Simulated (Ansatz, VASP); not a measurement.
# One calculation of W, two programs

INCAR

```
SYSTEM = W
ALGO = Normal ; EDIFF = 1E-7
ENCUT = 520 ; GGA = PS
ISIF = 2 ; ISMEAR = 1
LASPH = .True. ; LCHARG = .False.
LREAL = .False. ; LWAVE = .False.
NBANDS = 13 ; NELM = 60
PREC = Accurate ; SIGMA = 0.1
```

Contents of KPOINTS:

```
k-points
0
Gamma
  36 36 36
  0 0 0
```

File POSCAR:

```
W
1.0
   -1.5772252710      1.5772252710      1.5772252710
    1.5772252710     -1.5772252710      1.5772252710
    1.5772252710      1.5772252710     -1.5772252710
W
1
Direct
    0.0000000000      0.0000000000      0.0000000000
```

Input for Ansatz:

```yaml
crystal:
  lattice:
    - [-1.577225271, 1.577225271, 1.577225271]
    - [1.577225271, -1.577225271, 1.577225271]
    - [1.577225271, 1.577225271, -1.577225271]
  atoms:
    - { symbol: W, position: [0.0, 0.0, 0.0] }
kpoints:
  mp_grid: { grid: [36, 36, 36] }
scf:
  occupations: { method: cold, width: 0.1 }
hamiltonian:
  xc: pbesol
  pseudopotentials: { kind: paw, azcp: { folder: soft_1 } }
output:
  forces: true
  stress: true
  populations: false
basis:
  ecutwfc: 600
```

Alike in both runs: task single point; functional PBEsol; k mesh 36 × 36 × 36; no spin polarisation.

|  | VASP | Ansatz |
| --- | --- | --- |
| version | VASP 6.6.1 | Ansatz 0.2.0 |
| potentials or method | VASP PAW PBE potentials, release 64 (W_sv), cutoff 520 eV | plane-wave PAW, scalar-relativistic |
| occupations | methfessel-paxton of order 1, width 0.1 eV | cold, width 0.1 eV |
| valence electrons in the cell | 14 | 14 |

```csv
,VASP,Ansatz,Ansatz less VASP
pressure (GPa),0.6,-0.1,-0.64
```

VASP's potentials were made for PBE, not for PBEsol, and Ansatz warns of the same on its side.

Spin-orbit coupling is off throughout.
